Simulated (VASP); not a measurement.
Here is a VASP 6.6.1 calculation.

File INCAR:

```
  PREC = Accurate
  ENCUT = 520
  EDIFF = 1E-7
  ISMEAR = 0
  SIGMA = 0.05
  LREAL = F
  LASPH = T
  NELM = 150
  ALGO = Normal
  ISIF = 2
  LWAVE = F
  LCHARG = F
  LMAXMIX = 4
  LDAU = T
  LDAUTYPE = 2
  LDAUL = -1 2 -1
  LDAUU = 0 4 0
  LDAUJ = 0 0 0
  LDAUPRINT = 1
  GGA = PE
  NBANDS = 28
```

File KPOINTS:

```
Automatic mesh
0
Gamma
  6 6 6
```

File POSCAR:

```
BaTiO3
1.0
    4.0082194746      0.0000000000      0.0000000000
    0.0000000000      2.7870830279      2.8859183788
    0.0000000000     -2.7870830279      2.8859183788
Ba Ti O
1 1 3
Direct
    0.0000000000      0.0080771845      0.0080771845
    0.5000000000      0.5197092871      0.5197092871
    0.0000000000      0.4916268390      0.4916268390
    0.5000000000      0.4938075372      0.9829991522
    0.5000000000      0.9829991522      0.4938075372
```

Potentials or basis: VASP PAW PBE potentials, release 64 (Ba_sv, Ti_sv, O).

Command:

```console
$ cat potpaw_PBE.64/Ba_sv/POTCAR potpaw_PBE.64/Ti_sv/POTCAR potpaw_PBE.64/O/POTCAR > POTCAR
$ mpirun -np 1 vasp_std > vasp.out
```

**Question.** Estimate the band gap on the k mesh.

**Answer.** 2.52 eV, indirect (least direct gap 2.84 eV).

**Question.** What does it give for the largest force?

**Answer.** 1.012 eV/Å.

Forces in eV/Å, atoms in the order of the input:
```
Ba   0.000  0.000 -0.063
Ti   0.000  0.000 -1.012
O    0.000  0.000 -0.005
O    0.000 -0.646  0.540
O    0.000  0.646  0.540
```

Caveat: the cell differs from its parent crystal (strain -0.0300 x Voigt [0, 1, 0, 0, 0, 0]); spin-orbit coupling is left out, which moves the levels of the heavy elements; forces of over 1 eV/Å act on the atoms, so gaps and moduli don't describe the material at rest. A k mesh can miss the band edges.
